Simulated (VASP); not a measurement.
# HfN (Fm-3m) in VASP: further runs, part 3 of 3

VASP 6.6.1. Earlier steps stand in the parts before.

## (5) Relaxation of cell and atoms, LDA

This run uses another cell than the first one, of 11.48 Å³/atom, 1.030 times its volume.

The input, INCAR:

```
PREC = Accurate
ENCUT = 600
EDIFF = 1E-6
ISMEAR = -1
SIGMA = 0.1
LREAL = False
LASPH = True
NELM = 80
ALGO = Normal
ISIF = 3
LWAVE = False
LCHARG = False
IBRION = 2
NSW = 80
EDIFFG = -0.005
```

The input, KPOINTS:

```
Automatic mesh
0
Gamma
  10 10 10
```

The input, POSCAR:

```
HfN
1.0
    0.0000000000      2.2560000000      2.2560000000
    2.2560000000      0.0000000000      2.2560000000
    2.2560000000      2.2560000000      0.0000000000
Hf N
1 1
Direct
    0.0000000000      0.0000000000      0.0000000000
    0.5000000000      0.5000000000      0.5000000000
```

Potentials or basis: VASP PAW LDA potentials, release 64 (Hf_pv, N).

Run with:

```console
$ cat potpaw_LDA.64/Hf_pv/POTCAR potpaw_LDA.64/N/POTCAR > POTCAR
$ mpirun -np 1 vasp_std > vasp.out
```

OUTCAR:

```text
PREC = Accurate
   ENCUT = 600
   EDIFF = 1E-6
   ISMEAR = -1
   LREAL = False
   LASPH = True
   NELM = 80
   ISIF = 3
   IBRION = 2
   NSW = 80
   EDIFFG = -0.005

 ion  position               nearest neighbor table
   1  0.000  0.000  0.000-   2 2.26   2 2.26   2 2.26   2 2.26   2 2.26   2 2.26
   2  0.500  0.500  0.500-   1 2.26   1 2.26   1 2.26   1 2.26   1 2.26   1 2.26

  LATTYP: Found a face centered cubic cell.
 ALAT       =     4.5120000000

  Lattice vectors:

 A1 = (   0.0000000000,   2.2560000000,   2.2560000000)
 A2 = (   2.2560000000,   0.0000000000,   2.2560000000)
 A3 = (   2.2560000000,   2.2560000000,   0.0000000000)

Analysis of symmetry for initial positions (statically):
=====================================================================
 Subroutine PRICEL returns:
 Original cell was already a primitive cell.

 Routine SETGRP: Setting up the symmetry group for a
 face centered cubic supercell.

 Subroutine GETGRP returns: Found 48 space group operations
 (whereof 48 operations were pure point group operations)
 out of a pool of 48 trial point group operations.

The static configuration has the point symmetry O_h .

Analysis of symmetry for dynamics (positions and initial velocities):
=====================================================================
 Subroutine PRICEL returns:
 Original cell was already a primitive cell.

 Routine SETGRP: Setting up the symmetry group for a
 face centered cubic supercell.

 Subroutine GETGRP returns: Found 48 space group operations
 (whereof 48 operations were pure point group operations)
 out of a pool of 48 trial point group operations.

The dynamic configuration has the point symmetry O_h .

 Subroutine INISYM returns: Found 48 space group operations
 (whereof 48 operations are pure point group operations),
 and found     1 'primitive' translations

----------------------------------------------------------------------------------------

                                     Primitive cell

  volume of cell :      22.9640

  direct lattice vectors                    reciprocal lattice vectors
     0.000000000  2.256000000  2.256000000    -0.221631206  0.221631206  0.221631206
     2.256000000  0.000000000  2.256000000     0.221631206 -0.221631206  0.221631206
     2.256000000  2.256000000  0.000000000     0.221631206  0.221631206 -0.221631206

  length of vectors
     3.190465797  3.190465797  3.190465797     0.383876509  0.383876509  0.383876509

  position of ions in fractional coordinates (direct lattice)
     0.000000000  0.000000000  0.000000000
     0.500000000  0.500000000  0.500000000

  ion indices of the primitive-cell ions
   primitive index   ion index
                 1           1
                 2           2

----------------------------------------------------------------------------------------

 KPOINTS: Automatic mesh

Automatic generation of k-mesh.
 Grid dimensions read from file:
 generate k-points for:   10   10   10

 Generating k-lattice:

  Cartesian coordinates                     Fractional coordinates (reciprocal lattice)
    -0.022163121  0.022163121  0.022163121     0.100000000  0.000000000  0.000000000
     0.022163121 -0.022163121  0.022163121     0.000000000  0.100000000  0.000000000
     0.022163121  0.022163121 -0.022163121     0.000000000  0.000000000  0.100000000

  Length of vectors
     0.038387651  0.038387651  0.038387651

[... 47 lines left out ...]
   ISPIN  =      1    spin polarized calculation?
   LNONCOLLINEAR =      F non collinear calculations
   LSORBIT =      F    spin-orbit coupling
   LASPH  =      T    aspherical Exc in radial PAW
   ENCUT  =  600.0 eV  44.10 Ry    6.64 a.u.   6.37  6.37  6.37*2*pi/ulx,y,z
   NELM   =     80;   NELMIN=  2; NELMDL= -5     # of ELM steps
   EDIFF  = 0.1E-05   stopping-criterion for ELM
   LREAL  =      F    real-space projection
   EDIFFG = -.5E-02   stopping-criterion for IOM
   NSW    =     80    number of steps for IOM
   IBRION =      2    ionic relax: 0-MD 1-quasi-New 2-CG
   NFREE  =      1    steps in history (QN), initial steepest desc. (CG)
   ISIF   =      3    stress and relaxation
   ISYM   =      2    0-nonsym 1-usesym 2-fastsym
   POTIM  = 0.5000    time-step for ionic-motion
   TEBEG  =    0.0;   TEEND  =   0.0 temperature during run
   PSTRESS=    0.0 pullay stress
   NELECT =      15.0000    total number of electrons
   NUPDOWN=      -1.0000    fix difference up-down
   EMIN   =  10.00;   EMAX   =-10.00  energy-range for DOS
   EFERMI =   0.00;   METHOD = LEGACY
   ISMEAR =    -1;   SIGMA  =   0.10  broadening in eV -4-tet -1-fermi 0-gaus
   EFERMI_NEDOS =   21; number of points for ismear=-14 and -15
   IALGO  =     38    algorithm
   IMIX   =      4    mixing-type and parameters
     AMIX     =   0.40;   BMIX     =  1.00
     AMIX_MAG =   1.60;   BMIX_MAG =  1.00
  volume/ion in A,a.u.               =      11.48        77.48
  Fermi-wavevector in a.u.,A,eV,Ry     =   1.420440  2.684242 27.451783  2.017649
  Thomas-Fermi vector in A             =   2.541355
   LORBIT       =      0    0 simple, 1 ext, 2 COOP (PROOUT), +10 PAW based schemes
   GGA     = CA    functional components
   LHFCALC =     F    Hartree Fock is set to
   AEXX    =    0.0000 exact exchange contribution
   IVDW    =     0    specifies the selected vdW correction
   LEPSILON=     F    determine dielectric tensor
   LRPA    =     F    only Hartree local field effects (RPA)
 conjugate gradient relaxation of ions
 non-spin polarized calculation
  energy-cutoff  :      600.00
  volume of cell :       22.96
 maximum number of plane-waves:       785
 NGX is ok and might be reduce to    28
   NGX = 13   NGY = 13   NGZ = 13

--------------------------------------- Ionic step        1  -------------------------------------------

 number of electron      15.0000002 magnetization

 Free energy of the ion-electron system (eV)
  ---------------------------------------------------
  ext. energy  EPLUGINS =         0.00000000
  ---------------------------------------------------
  free energy    TOTEN  =       -23.85304262 eV

  energy without entropy =      -23.83057808  energy(sigma->0) =      -23.84181035

------------------------ aborting loop because EDIFF is reached ----------------------------------------

  FORCE on cell =-STRESS in cart. coord.  units (eV):
  Direction    XX          YY          ZZ          XY          YZ          ZX
  --------------------------------------------------------------------------------------
  -------------------------------------------------------------------------------------
  Total       -1.3614712     -1.3614712     -1.3614712      0.0000000      0.0000000     -0.0000000
  in kB      -94.9886614    -94.9886614    -94.9886614      0.0000000      0.0000000     -0.0000000
  external PRESSURE =     -94.9886614 kB  Pullay stress =       0.0000000 kB
[... 95 lines left out ...]
--------------------------------------- Ionic step        4  -------------------------------------------

 number of electron      15.0000001 magnetization

 Free energy of the ion-electron system (eV)
  ---------------------------------------------------
  ext. energy  EPLUGINS =         0.00000000
  ---------------------------------------------------
  free energy    TOTEN  =       -23.87605633 eV

  energy without entropy =      -23.85444548  energy(sigma->0) =      -23.86525090

 E-fermi :   8.5725     XC(G=0): -13.1723

 val. band max:        8.5348791635   @ k =  -0.4000   0.3000   0.0000
 cond. band min:       8.5770600312   @ k =  -0.1000   0.1000   0.0000
 fundamental gap:      0.0421808677
 Fermi energy:         8.5725484712

 k-point     1 :       0.0000    0.0000    0.0000
  band No.  band energies     occupation
      1     -22.2486      2.00000
      2     -22.2486      2.00000
      3     -22.2486      2.00000
      4      -8.9192      2.00000
      5       5.5396      2.00000
      6       5.5396      2.00000
      7       5.5396      2.00000
      8       8.1249      1.97750
      9       8.1249      1.97750
     10       8.1249      1.97750
     11      10.5381      0.00000
[... 309 lines left out ...]
 k-point    24 :       0.4000    0.3000    0.0000
  band No.  band energies     occupation
      1     -23.0392      2.00000
      2     -22.5575      2.00000
      3     -22.5232      2.00000
      4      -7.4278      2.00000
      5       1.9202      2.00000
      6       3.8930      2.00000
      7       4.4206      2.00000
      8       5.9791      2.00000
      9      12.7753      0.00000
     10      13.3688      0.00000
     11      13.4954      0.00000

 [... further k-points ...]

------------------------ aborting loop because EDIFF is reached ----------------------------------------

  FORCE on cell =-STRESS in cart. coord.  units (eV):
  Direction    XX          YY          ZZ          XY          YZ          ZX
  --------------------------------------------------------------------------------------
  -------------------------------------------------------------------------------------
  Total       -0.0026282     -0.0026282     -0.0026282      0.0000000      0.0000000      0.0000000
  in kB       -0.1895676     -0.1895676     -0.1895676      0.0000000      0.0000000      0.0000000
  external PRESSURE =      -0.1895676 kB  Pullay stress =       0.0000000 kB
[... 17 lines left out ...]
  FREE ENERGIE OF THE ION-ELECTRON SYSTEM (eV)
  ---------------------------------------------------
  free  energy   TOTEN  =       -23.8760563287 eV

  energy  without entropy=      -23.8544454783  energy(sigma->0) =      -23.86525090

 reached required accuracy - stopping structural energy minimisation
```

CONTCAR:

```text
HfN
   1.00000000000000
     0.0000000000000000    2.2311380708494344    2.2311380708494344
     2.2311380708494344   -0.0000000000000000    2.2311380708494344
     2.2311380708494344    2.2311380708494344    0.0000000000000000
  Hf              N
     1     1
Direct
     0.0000000000000000    0.0000000000000000    1.0000000000000000
     0.5000000000000000    0.5000000000000000    0.5000000000000000

  0.00000000E+00  0.00000000E+00  0.00000000E+00
  0.00000000E+00  0.00000000E+00  0.00000000E+00
```

Wall time 23 s (1 thread of AMD EPYC 9R45 (Zen 5), shared host); peak memory 0.13 GiB.

What came out:

* Free energy: -23.8761 eV
* Relaxed volume: 11.11 Å³/atom
* Relaxed cell: a = 3.155 Å, b = 3.155 Å, c = 3.155 Å, α = 60.00°, β = 60.00°, γ = 60.00°
* Space group after relaxing (to 0.05 Å): Fm-3m (No. 225)
* Energy gained by relaxing: 11.5 meV/atom
* Ionic steps: 4
* Pressure after relaxing: 0.0 GPa

The path:
| step | energy change (eV) | largest force (eV/Å) | pressure (GPa) | volume (Å³) |
| --- | --- | --- | --- | --- |
| 1 | 0.0000 | 0.0000 | -9.50 | 22.96 |
| 2 | 0.0774 | 0.0000 | 23.78 | 20.78 |
| 3 | -0.0230 | 0.0000 | -0.23 | 22.23 |
| 4 | -0.0230 | 0.0000 | -0.02 | 22.21 |

Final structure:
```xyz
2
Lattice="0.0000 2.2311 2.2311 2.2311 0.0000 2.2311 2.2311 2.2311 0.0000" Properties=species:S:1:pos:R:3 pbc="T T T"
Hf    2.2311    2.2311    0.0000
N     2.2311    2.2311    2.2311
```

Caveat: spin-orbit coupling is left out, which moves the levels of the heavy elements. Zero-point motion and thermal expansion aren't in these numbers.

## (6) Summary

| task | level | potentials or basis | cell | cutoff (eV) | gap on the mesh (eV) | pressure (GPa) |
| --- | --- | --- | --- | --- | --- | --- |
| single point | LDA | VASP PAW LDA potentials, release 64 (Hf_pv, N) | a = 3.160 Å, angles 60.0°, 2 atoms | 520 | none | -1.2 |
| single point | PBEsol | VASP PAW PBE potentials, release 64 (Hf_pv, N) | a = 3.184 Å, angles 60.0°, 2 atoms | 520 | none | -2.2 |
| single point | r2SCAN+D4 | VASP PAW PBE potentials, release 64 (Hf_pv, N) | a = 3.194 Å, angles 60.0°, 2 atoms | 520 | none | -2.7 |
| relaxation of cell and atoms | LDA | VASP PAW LDA potentials, release 64 (Hf_pv, N) | relaxed from a = 3.190 Å, angles 60.0°, 2 atoms | 600 | none | 0.0 |

Alike in all rows: no spin polarisation; k mesh 10 × 10 × 10; smearing fermi-dirac 0.1 eV.

Caveats: spin-orbit coupling is left out, which moves the levels of the heavy elements; the PAW data sets were made with another functional, which shifts forces and pressure a little (some runs); pairwise dispersion overbinds metals, which lowers pressure and volume (some runs).

Total energies depend on the potentials used, so only differences within one code and one set of settings carry meaning.
